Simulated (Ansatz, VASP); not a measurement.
# Two plane-wave programs on Hg

```
CELL_PARAMETERS angstrom
5.56888 0.00000 0.00000
-2.78444 4.82280 0.00000
0.00000 0.00000 3.25691
ATOMIC_POSITIONS crystal
Hg 0.00000 0.00000 0.00000
Hg 0.33333 0.66667 0.50000
Hg 0.66667 0.33333 0.50000
```

Alike in both runs: task single point; functional r2SCAN; k mesh 8 × 8 × 11; occupations fermi-dirac, width 0.1 eV; no spin polarisation.

|  | VASP | Ansatz |
| --- | --- | --- |
| version | VASP 6.6.1 | Ansatz 0.2.0 |
| potentials or method | VASP PAW PBE potentials, release 64 (Hg), cutoff 520 eV | plane waves (500 eV) with PAW, scalar-relativistic |
| valence electrons in the cell | 36 | 60 |

|  | VASP | Ansatz | Ansatz less VASP |
| --- | --- | --- | --- |
| pressure (GPa) | -1.0 | -1.1 | -0.13 |
| traceless stress, the component that is largest in VASP (GPa) | 0.10 | 0.08 | -0.025 |

VASP's potentials were made for PBE, not for r2SCAN. The functional is the same, so the differences come from potentials, cutoffs and numerics. VASP's potentials hold 36 valence electrons a cell and Ansatz's 60, so a difference there can come from the potentials and not from the codes.

Neither program's run includes spin-orbit coupling.
